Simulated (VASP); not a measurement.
Sn:

```
Sn
1.0
    -2.02919    2.02919    1.66076
     2.02919   -2.02919    1.66076
     2.02919    2.02919   -1.66076
Sn
1
Direct
  0.00000 0.00000 0.00000
```

| Quantity | Value |
| --- | --- |
| Program | VASP 6.6.1 |
| Task | relaxation of cell and atoms |
| Functional | PBE |
| Dispersion | D3(BJ) |
| Potentials or basis | VASP PAW PBE potentials, release 64 (Sn_d) |
| Cutoff | 600 eV |
| k mesh | 10 × 10 × 10 |
| Occupations | fermi-dirac, width 0.05 eV |
| Spin | no spin polarisation |

At the start: pressure -1.3 GPa; volume 27.35 Å³/atom.

Task: How do energy, volume and symmetry change on relaxing?

Result: Over 8 steps the energy falls by 5.0 meV/atom and the volume is 26.54 Å³/atom (-3.0 %); space group I4/mmm (No. 139, to 0.05 Å).

Step by step:
```
step  energy change (eV)  largest force (eV/Å)  pressure (GPa)  volume (Å³)
   1              0.0000                0.0000           -1.32        27.35
   2             -0.0047                0.0000            0.18        26.47
   3             -0.0047                0.0000            0.08        26.49
   4             -0.0049                0.0000            0.04        26.53
   5             -0.0049                0.0000           -0.05        26.55
   6             -0.0050                0.0000           -0.07        26.54
   7             -0.0050                0.0000           -0.05        26.54
   8             -0.0050                0.0000           -0.02        26.54
```

Final structure:
```cif
data_structure
_symmetry_space_group_name_H-M 'P 1'
_symmetry_Int_Tables_number 1
_cell_length_a 3.2780
_cell_length_b 3.2780
_cell_length_c 3.2780
_cell_angle_alpha 104.906
_cell_angle_beta 104.906
_cell_angle_gamma 119.048
_cell_volume 26.54
loop_
_atom_site_label
_atom_site_type_symbol
_atom_site_fract_x
_atom_site_fract_y
_atom_site_fract_z
_atom_site_occupancy
Sn1 Sn 0.00000 0.00000 0.00000 1
```

Caveat: pairwise dispersion overbinds metals, which lowers pressure and volume.
